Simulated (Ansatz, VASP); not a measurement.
# SrO in VASP and in Ansatz

```xyz
2
Lattice="0.0000 2.5663 2.5663 2.5663 0.0000 2.5663 2.5663 2.5663 0.0000" Properties=species:S:1:pos:R:3 pbc="T T T"
Sr    2.5663    2.5663    2.5663
O     0.0000    0.0000    0.0000
```

Alike in both runs: task single point; functional LDA; k mesh 5 × 5 × 5; no spin polarisation.

```csv
,VASP,Ansatz
version,VASP 6.6.1,Ansatz 0.2.0
potentials or method,"VASP PAW LDA potentials, release 64 (Sr_sv, O), cutoff 600 eV","plane waves, PAW"
occupations,"gaussian, width 0.01 eV",fixed
valence electrons in the cell,16,16
```

```csv
,VASP,Ansatz,Ansatz less VASP
gap on the k mesh at the Fermi level (eV),3.28,3.34,+0.057
```

LDA's correlation is that of Perdew and Zunger in VASP and of Perdew and Wang (1992) in Ansatz.

The k mesh is coarse, so the values compare programs but aren't converged.
